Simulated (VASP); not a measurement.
# SbBr (P4/nmm) in VASP: a series of runs

The runs below take SbBr through single point, relaxation of cell and atoms, with PBE.

Everything below comes from runs of VASP 6.6.1. Logs are shortened: lines on timing, memory, paths and dates and some standing lists are left out, and cuts for length are marked.

**1. The cell of the first run**

It takes space group P4/nmm (No. 129, tetragonal). Conventional cell: a = 4.718 Å, b = 4.718 Å, c = 5.029 Å, α = 90.00°, β = 90.00°, γ = 90.00°. Sb (site symmetry 4mm) has 8 Br at 3.19 to 3.72 Å and 4 Sb at 3.42 Å within 4.2 Å. Within 4.2 Å of Br (site symmetry -4m2) lie 8 Sb at 3.19 to 3.72 Å and 4 Br at 3.34 Å.

**2. Single point, PBE**

The input, INCAR:

```
PREC = Accurate ; ENCUT = 520
EDIFF = 1E-6 ; ISMEAR = 0
SIGMA = 0.1 ; LREAL = F
LASPH = T ; NELM = 100
ALGO = Normal ; ISIF = 2
LWAVE = F ; LCHARG = F
GGA = PE ; NBANDS = 20
```

The input, KPOINTS:

```
regular mesh
0
Gamma
  4 4 4
```

The input, POSCAR:

```
SbBr
1.0
    4.7175902449      0.0000000000      0.0000000000
    0.0000000000      4.7175902449      0.0000000000
    0.0000000000      0.0000000000      5.0292917157
Sb Br
2 2
Direct
    0.0000000000      0.5000000000      0.4270929102
    0.5000000000      0.0000000000      0.5729070898
    0.0000000000      0.0000000000      0.0000000000
    0.5000000000      0.5000000000      0.0000000000
```

Potentials or basis: VASP PAW PBE potentials, release 64 (Sb, Br).

Started as:

```bash
$ cat potpaw_PBE.64/Sb/POTCAR potpaw_PBE.64/Br/POTCAR > POTCAR
$ mpirun -np 1 vasp_std > vasp.out
```

OUTCAR:

```text
PREC = Accurate
   ENCUT = 520
   EDIFF = 1E-6
   ISMEAR = 0
   LREAL = F
   LASPH = T
   NELM = 100
   ISIF = 2
   GGA = PE

 ion  position               nearest neighbor table
   1  0.000  0.500  0.427-   3 3.19   4 3.19   3 3.19   4 3.19   2 3.42   2 3.42   2 3.42   2 3.42

   2  0.500  0.000  0.573-   3 3.19   4 3.19   4 3.19   3 3.19   1 3.42   1 3.42   1 3.42   1 3.42

   3  0.000  0.000  0.000-   1 3.19   2 3.19   1 3.19   2 3.19
   4  0.500  0.500  0.000-   1 3.19   2 3.19   2 3.19   1 3.19

  LATTYP: Found a simple tetragonal cell.
 ALAT       =     4.7175902449
 C/A-ratio  =     1.0660721798

  Lattice vectors:

 A1 = (   4.7175902449,   0.0000000000,   0.0000000000)
 A2 = (   0.0000000000,   4.7175902449,   0.0000000000)
 A3 = (   0.0000000000,   0.0000000000,   5.0292917157)

Analysis of symmetry for initial positions (statically):
=====================================================================
 Subroutine PRICEL returns:
 Original cell was already a primitive cell.

 Routine SETGRP: Setting up the symmetry group for a
 simple tetragonal supercell.

 Subroutine GETGRP returns: Found 16 space group operations
 (whereof  8 operations were pure point group operations)
 out of a pool of 16 trial point group operations.

The static configuration has the point symmetry D_2d.
 The point group associated with its full space group is D_4h.

Analysis of symmetry for dynamics (positions and initial velocities):
=====================================================================
 Subroutine PRICEL returns:
 Original cell was already a primitive cell.

 Routine SETGRP: Setting up the symmetry group for a
 simple tetragonal supercell.

 Subroutine GETGRP returns: Found 16 space group operations
 (whereof  8 operations were pure point group operations)
 out of a pool of 16 trial point group operations.

The dynamic configuration has the point symmetry D_2d.
 The point group associated with its full space group is D_4h.

 Subroutine INISYM returns: Found 16 space group operations
 (whereof  8 operations are pure point group operations),
 and found     1 'primitive' translations

----------------------------------------------------------------------------------------

                                     Primitive cell

  volume of cell :     111.9302

  direct lattice vectors                    reciprocal lattice vectors
     4.717590245  0.000000000  0.000000000     0.211972628  0.000000000  0.000000000
     0.000000000  4.717590245  0.000000000     0.000000000  0.211972628  0.000000000
     0.000000000  0.000000000  5.029291716     0.000000000  0.000000000  0.198835155

  length of vectors
     4.717590245  4.717590245  5.029291716     0.211972628  0.211972628  0.198835155

  position of ions in fractional coordinates (direct lattice)
     0.000000000  0.500000000  0.427092910
     0.500000000  0.000000000  0.572907090
     0.000000000  0.000000000  0.000000000
     0.500000000  0.500000000  0.000000000

  ion indices of the primitive-cell ions
   primitive index   ion index
                 1           1
                 2           2
                 3           3
                 4           4

----------------------------------------------------------------------------------------

 KPOINTS: regular mesh

Automatic generation of k-mesh.
 Grid dimensions read from file:
 generate k-points for:    4    4    4

 Generating k-lattice:

  Cartesian coordinates                     Fractional coordinates (reciprocal lattice)
     0.052993157  0.000000000  0.000000000     0.250000000  0.000000000  0.000000000
     0.000000000  0.052993157  0.000000000     0.000000000  0.250000000  0.000000000
     0.000000000  0.000000000  0.049708789     0.000000000  0.000000000  0.250000000

  Length of vectors
     0.052993157  0.052993157  0.049708789

  Shift w.r.t. Gamma in fractional coordinates (k-lattice)
     0.000000000  0.000000000  0.000000000

 Subroutine IBZKPT returns following result:
 ===========================================

 Found     18 irreducible k-points:

 Following reciprocal coordinates:
            Coordinates               Weight
  0.000000  0.000000  0.000000      1.000000
  0.250000  0.000000  0.000000      4.000000
  0.500000  0.000000  0.000000      2.000000
  0.250000  0.250000  0.000000      4.000000
  0.500000  0.250000  0.000000      4.000000
  0.500000  0.500000  0.000000      1.000000
[... 10 lines left out ...]
  0.500000  0.250000  0.500000      4.000000
  0.500000  0.500000  0.500000      1.000000
   k-points           NKPTS =     18   k-points in BZ     NKDIM =     18   number of bands    NBANDS=     20
   number of dos      NEDOS =    301   number of ions     NIONS =      4
   total plane-waves  NPLWV =  51840
   dimension x,y,z NGX =    36 NGY =   36 NGZ =   40
   dimension x,y,z NGXF=    72 NGYF=   72 NGZF=   80
   ions per type =               2   2
   NGX,Y,Z   is equivalent  to a cutoff of  12.69, 12.69, 13.22 a.u.
   NGXF,Y,Z  is equivalent  to a cutoff of  25.37, 25.37, 26.44 a.u.
 SYSTEM =  unknown system
   PREC   = accura    normal or accurate (medium, high low for compatibility)
   ISTART =      0    job   : 0-new  1-cont  2-samecut
   ICHARG =      2    charge: 1-file 2-atom 10-const
   ISPIN  =      1    spin polarized calculation?
   LNONCOLLINEAR =      F non collinear calculations
   LSORBIT =      F    spin-orbit coupling
   LASPH  =      T    aspherical Exc in radial PAW
   ENCUT  =  520.0 eV  38.22 Ry    6.18 a.u.   8.77  8.77  9.35*2*pi/ulx,y,z
   NELM   =    100;   NELMIN=  2; NELMDL= -5     # of ELM steps
   EDIFF  = 0.1E-05   stopping-criterion for ELM
   LREAL  =      F    real-space projection
   EDIFFG = 0.1E-04   stopping-criterion for IOM
   NSW    =      0    number of steps for IOM
   IBRION =     -1    ionic relax: 0-MD 1-quasi-New 2-CG
   NFREE  =      0    steps in history (QN), initial steepest desc. (CG)
   ISIF   =      2    stress and relaxation
   ISYM   =      2    0-nonsym 1-usesym 2-fastsym
   POTIM  = 0.5000    time-step for ionic-motion
   TEBEG  =    0.0;   TEEND  =   0.0 temperature during run
   PSTRESS=    0.0 pullay stress
   NELECT =      24.0000    total number of electrons
   NUPDOWN=      -1.0000    fix difference up-down
   EMIN   =  10.00;   EMAX   =-10.00  energy-range for DOS
   EFERMI =   0.00;   METHOD = LEGACY
   ISMEAR =     0;   SIGMA  =   0.10  broadening in eV -4-tet -1-fermi 0-gaus
   EFERMI_NEDOS =   21; number of points for ismear=-14 and -15
   IALGO  =     38    algorithm
   IMIX   =      4    mixing-type and parameters
     AMIX     =   0.40;   BMIX     =  1.00
     AMIX_MAG =   1.60;   BMIX_MAG =  1.00
  volume/ion in A,a.u.               =      27.98       188.84
  Fermi-wavevector in a.u.,A,eV,Ry     =   0.979857  1.851662 13.063230  0.960120
  Thomas-Fermi vector in A             =   2.110743
   LORBIT       =      0    0 simple, 1 ext, 2 COOP (PROOUT), +10 PAW based schemes
   GGA     = PE    functional components
   LHFCALC =     F    Hartree Fock is set to
   AEXX    =    0.0000 exact exchange contribution
   IVDW    =     0    specifies the selected vdW correction
   LEPSILON=     F    determine dielectric tensor
   LRPA    =     F    only Hartree local field effects (RPA)
 non-spin polarized calculation
 Gauss-broadening in eV      SIGMA  =   0.10
  energy-cutoff  :      520.00
  volume of cell :      111.93
 maximum number of plane-waves:      3072
 NGX is ok and might be reduce to    36
   NGX = 17   NGY = 17   NGZ = 19

 number of electron      23.9999999 magnetization

 Free energy of the ion-electron system (eV)
  ---------------------------------------------------
  ext. energy  EPLUGINS =         0.00000000
  ---------------------------------------------------
  free energy    TOTEN  =       -10.75359920 eV

  energy without entropy =      -10.73438008  energy(sigma->0) =      -10.74398964

 E-fermi :   5.2419     XC(G=0):  -9.5244

 val. band max:        5.1647184019   @ k =   0.5000   0.2500   0.5000
 cond. band min:       5.2561890885   @ k =   0.5000   0.0000   0.2500
 fundamental gap:      0.0914706866
 Fermi energy:         5.2419302756

 k-point     1 :       0.0000    0.0000    0.0000
  band No.  band energies     occupation
      1     -10.5045      2.00000
      2      -9.1669      2.00000
      3      -4.5477      2.00000
      4      -2.4897      2.00000
      5       0.3351      2.00000
      6       0.3351      2.00000
[... 12 lines left out ...]
     19      10.5561      0.00000
     20      11.1958      0.00000

 k-point     2 :       0.2500    0.0000    0.0000
  band No.  band energies     occupation
      1     -10.3143      2.00000
      2      -9.3619      2.00000
      3      -4.3549      2.00000
      4      -3.0496      2.00000
      5       0.4645      2.00000
      6       0.6783      2.00000
[... 12 lines left out ...]
     19      11.0755      0.00000
     20      11.4345      0.00000

 k-point     3 :       0.5000    0.0000    0.0000
  band No.  band energies     occupation
      1      -9.8418      2.00000
      2      -9.8418      2.00000
      3      -3.8265      2.00000
      4      -3.8265      2.00000
      5       1.1769      2.00000
      6       1.1769      2.00000
[... 12 lines left out ...]
     19      12.5371      0.00000
     20      12.5371      0.00000

 k-point     4 :       0.2500    0.2500    0.0000
  band No.  band energies     occupation
      1     -10.1576      2.00000
      2      -9.4730      2.00000
      3      -4.2398      2.00000
      4      -3.4274      2.00000
      5       0.6736      2.00000
      6       1.4050      2.00000
[... 12 lines left out ...]
     19      12.0876      0.00000
     20      12.8726      0.00000

 k-point     5 :       0.5000    0.2500    0.0000
  band No.  band energies     occupation
      1      -9.7933      2.00000
      2      -9.7933      2.00000
      3      -3.9344      2.00000
      4      -3.9344      2.00000
      5       1.1157      2.00000
      6       1.1157      2.00000
[... 12 lines left out ...]
     19      13.3598      0.00000
     20      13.3598      0.00000

 k-point     6 :       0.5000    0.5000    0.0000
  band No.  band energies     occupation
      1      -9.7430      2.00000
      2      -9.7430      2.00000
      3      -4.0541      2.00000
      4      -4.0541      2.00000
      5       1.2815      2.00000
      6       1.2815      2.00000
[... 12 lines left out ...]
     19      13.6434      0.00000
     20      13.6434      0.00000

 k-point     7 :       0.0000    0.0000    0.2500
  band No.  band energies     occupation
      1     -10.4382      2.00000
      2      -9.1598      2.00000
      3      -5.0815      2.00000
      4      -2.1330      2.00000
      5       0.5771      2.00000
      6       0.5771      2.00000
[... 12 lines left out ...]
     19      11.5171      0.00000
     20      12.3154      0.00000
[... 139 lines left out ...]
 k-point    14 :       0.2500    0.0000    0.5000
  band No.  band energies     occupation
      1     -10.1969      2.00000
      2      -9.3346      2.00000
      3      -5.1362      2.00000
      4      -2.6930      2.00000
      5       0.8087      2.00000
      6       1.2251      2.00000
[... 12 lines left out ...]
     19      12.9233      0.00000
     20      13.4655      0.00000

 k-point    15 :       0.5000    0.0000    0.5000
  band No.  band energies     occupation
      1      -9.7722      2.00000
      2      -9.7722      2.00000
      3      -4.1107      2.00000
      4      -4.1107      2.00000
      5       1.1079      2.00000
      6       1.1079      2.00000
[... 12 lines left out ...]
     19      13.4496      0.00000
     20      13.4496      0.00000

 k-point    16 :       0.2500    0.2500    0.5000
  band No.  band energies     occupation
      1     -10.0592      2.00000
      2      -9.4423      2.00000
      3      -4.8139      2.00000
      4      -2.9833      2.00000
      5       0.0525      2.00000
      6       0.5508      2.00000
[... 12 lines left out ...]
     19      13.0468      0.00000
     20      13.1319      0.00000

 k-point    17 :       0.5000    0.2500    0.5000
  band No.  band energies     occupation
      1      -9.7364      2.00000
      2      -9.7364      2.00000
      3      -3.9334      2.00000
      4      -3.9334      2.00000
      5       0.0397      2.00000
      6       0.0397      2.00000
[... 12 lines left out ...]
     19      13.5928      0.00000
     20      13.5929      0.00000

 k-point    18 :       0.5000    0.5000    0.5000
  band No.  band energies     occupation
      1      -9.6996      2.00000
      2      -9.6996      2.00000
      3      -3.7250      2.00000
      4      -3.7250      2.00000
      5      -0.2401      2.00000
      6      -0.2401      2.00000
[... 12 lines left out ...]
     19      13.2411      0.00000
     20      13.2411      0.00000

------------------------ aborting loop because EDIFF is reached ----------------------------------------

  FORCE on cell =-STRESS in cart. coord.  units (eV):
  Direction    XX          YY          ZZ          XY          YZ          ZX
  --------------------------------------------------------------------------------------
  -------------------------------------------------------------------------------------
  Total       -0.0400055     -0.0400055     -0.2030351      0.0000000      0.0000000      0.0000000
  in kB       -0.5726425     -0.5726425     -2.9062601      0.0000000      0.0000000      0.0000000
  external PRESSURE =      -1.3505150 kB  Pullay stress =       0.0000000 kB

 VOLUME and BASIS-vectors are now :
 -----------------------------------------------------------------------------
  energy-cutoff  :      520.00
  volume of cell :      111.93
      direct lattice vectors                 reciprocal lattice vectors
     4.717590245  0.000000000  0.000000000     0.211972628  0.000000000  0.000000000
     0.000000000  4.717590245  0.000000000     0.000000000  0.211972628  0.000000000
     0.000000000  0.000000000  5.029291716     0.000000000  0.000000000  0.198835155

 POSITION                                       TOTAL-FORCE (eV/Angst)
 -----------------------------------------------------------------------------------
      0.00000      2.35880      2.14797         0.000000      0.000000     -0.009800
      2.35880      0.00000      2.88132        -0.000000      0.000000      0.009800
      0.00000      0.00000      0.00000         0.000000      0.000000      0.000000
      2.35880      2.35880      0.00000         0.000000     -0.000000      0.000000
 -----------------------------------------------------------------------------------
    total drift:                                0.000000      0.000000     -0.000000

  FREE ENERGIE OF THE ION-ELECTRON SYSTEM (eV)
  ---------------------------------------------------
  free  energy   TOTEN  =       -10.7535991985 eV

  energy  without entropy=      -10.7343800839  energy(sigma->0) =      -10.74398964
```

Wall time 19 s (1 thread of Intel Xeon Platinum 8559C (Emerald Rapids), shared host); peak memory 0.22 GiB.

What came out:

| Item | Value |
| --- | --- |
| Free energy | -10.7536 eV |
| Pressure | -0.1 GPa |
| Largest force | 0.010 eV/Å |
| Band gap on the k mesh | zero (band 12 reaches 5.35 eV, above the bottom of band 13 at 4.34 eV) |

Forces on the atoms (eV/Å):
```
Sb   0.000  0.000 -0.010
Sb   0.000  0.000  0.010
Br   0.000  0.000  0.000
Br   0.000  0.000  0.000
```

Caveat: spin-orbit coupling is left out, which moves the levels of the heavy elements.

**3. Single point, PBE**

This run uses another cell than the first one, of 29.96 Å³/atom, 1.071 times its volume.

The input, INCAR:

```
  PREC = Accurate
  ENCUT = 520
  EDIFF = 1E-7
  ISMEAR = 0
  SIGMA = 0.1
  LREAL = F
  LASPH = T
  NELM = 80
  ALGO = Normal
  ISIF = 2
  LWAVE = F
  LCHARG = F
  GGA = PE
  NBANDS = 20
```

The input, KPOINTS:

```
Automatic mesh
0
Gamma
  4 4 4
```

The input, POSCAR:

```
SbBr
1.0
    4.5605084847      0.0000000000      0.0000000000
    0.0000000000      4.5605084847      0.0000000000
    0.0000000000      0.0000000000      5.7625990363
Sb Br
2 2
Direct
    0.0000000000      0.5000000000      0.2351000000
    0.5000000000      0.0000000000      0.7649000000
    0.0000000000      0.0000000000      0.0000000000
    0.5000000000      0.5000000000      0.0000000000
```

Potentials or basis: VASP PAW PBE potentials, release 64 (Sb, Br).

Started as:

```bash
$ cat potpaw_PBE.64/Sb/POTCAR potpaw_PBE.64/Br/POTCAR > POTCAR
$ mpirun -np 1 vasp_std > vasp.out
```

It took 24 s on 1 thread of Intel Xeon Platinum 8559C (Emerald Rapids), shared host; peak memory 0.24 GiB.

It converged, with:

```
Free energy            : -7.0471 eV
Pressure               : 18.3 GPa
Largest force          : 3.794 eV/Å
Band gap on the k mesh : zero (band 12 reaches 6.24 eV, above the bottom of band 13 at 5.10 eV)
```

Forces on the atoms (eV/Å):
```
Sb   0.000  0.000  3.794
Sb   0.000  0.000 -3.794
Br   0.000  0.000  0.000
Br   0.000  0.000  0.000
```

Stress tensor (GPa, compression positive):
```
22.69  0.00  0.00
 0.00 22.69  0.00
 0.00  0.00  9.50
```

Levels at points of the mesh, in eV from the Fermi level:
```
           k point  band 8  band 9  band 10  band 11  band 12  band 13  band 14  band 15  band 16  band 17
(0.00, 0.00, 0.00)   -5.02   -5.02    -4.01    -1.72    -1.07     0.08     0.08     1.64     1.64     3.75
(0.50, 0.00, 0.00)   -6.63   -4.46    -4.46    -0.38    -0.38     1.08     1.08     2.29     2.29     4.15
(0.50, 0.50, 0.00)   -5.31   -3.68    -3.68    -1.25    -1.25     0.57     0.57     2.68     2.68     4.37
(0.00, 0.00, 0.50)   -5.05   -5.05    -3.87    -2.93    -0.59    -0.59    -0.33     2.68     2.68     3.81
(0.50, 0.00, 0.50)   -6.81   -4.12    -4.12     0.55     0.55     0.75     0.75     0.85     0.85     5.31
(0.50, 0.50, 0.50)   -5.62   -3.68    -3.68     0.13     0.13     1.35     1.35     2.00     2.00     4.38
```

Caveat: spin-orbit coupling is left out, which moves the levels of the heavy elements; this functional lacks dispersion, which binds the layers, so the pressure and a relaxed spacing across them are unreliable; forces of over 1 eV/Å act on the atoms, so gaps and moduli don't describe the material at rest.

[end of part 1 of 2]
